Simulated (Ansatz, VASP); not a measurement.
MgO: VASP beside Ansatz

```
Mg O
1.0
     2.06426    2.06426    0.00000
    -2.06426    2.06426    0.00000
     0.00000    2.06426    2.06426
Mg O
1 1
Direct
  0.00000 0.00000 0.00000
  0.50000 0.50000 0.00000
```

Alike in both runs: task single point; functional LDA; k mesh 10 × 10 × 10; no spin polarisation.

|  | VASP | Ansatz |
| --- | --- | --- |
| version | VASP 6.6.1 | Ansatz 0.2.0 |
| potentials or method | VASP PAW LDA potentials, release 64 (Mg, O), cutoff 520 eV | all-electron LAPW, scalar-relativistic |
| occupations | gaussian, width 0.01 eV | fixed |

Ansatz gave:

* gap on the k mesh at the Fermi level (eV): 5.26
* pressure (GPa): 4.3

What did VASP give for the same quantities?

gap on the k mesh at the Fermi level (eV): 5.27; pressure (GPa): 2.3.

LDA's correlation is that of Perdew and Zunger in VASP and of Perdew and Wang (1992) in Ansatz. Ansatz ran all-electron here, and VASP with PAW potentials.
